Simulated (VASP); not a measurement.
Input of a VASP 6.6.1 run:

The input INCAR:

```
SYSTEM = Si
PREC     = Accurate       ! precision mode
ENCUT    = 520            ! plane-wave cutoff, eV
EDIFF    = 1E-6           ! SCF threshold, eV
ISMEAR   = 0              ! smearing method
SIGMA    = 0.03           ! smearing width, eV
LREAL    = .False.        ! projectors in reciprocal space
LASPH    = .True.         ! aspherical terms in the spheres
NELM     = 60             ! most SCF steps
ALGO     = Normal         ! electronic algorithm
ISIF     = 2              ! what is computed and relaxed
LWAVE    = .False.        ! write WAVECAR
LCHARG   = .False.        ! write CHGCAR
GGA      = CA             ! functional
NBANDS   = 16             ! bands
```

The input KPOINTS:

```
regular mesh
0
Gamma
  12 12 6
  0 0 0
```

File POSCAR:

```
Si
1.0
    4.0678030768     -0.1520674047      0.0000000000
   -2.1655957740      3.1379246799      0.0000000000
    0.0000000000      0.0000000000      6.2886938331
Si
4
Direct
    0.3333333333      0.6666666667      0.0630360460
    0.6666666667      0.3333333333      0.5630360460
    0.3333333333      0.6666666667      0.4369639540
    0.6666666667      0.3333333333      0.9369639540
```

Potentials or basis: VASP PAW LDA potentials, release 64 (Si).

Run with:

```console
$ cat potpaw_LDA.64/Si/POTCAR > POTCAR
$ mpirun -np 1 vasp_std > vasp.out
```

Estimate the band gap on the k mesh.

zero (bands 8 and 9 overlap by 0.85 eV).

Predict the pressure.

2.1 GPa.

What does it give for the largest force?

1.570 eV/Å.

Forces on the atoms (eV/Å):
```
Si   0.454 -1.481  0.256
Si  -0.454  1.481  0.256
Si   0.454 -1.481 -0.256
Si  -0.454  1.481 -0.256
```

Caveat: the cell differs from its parent crystal (engineering shear strain xy -0.0800, strain +e along x and -e along y +0.0700); the stress differs along the axes, from -9 to 16 GPa; forces of over 1 eV/Å act on the atoms, so gaps and moduli don't describe the material at rest.
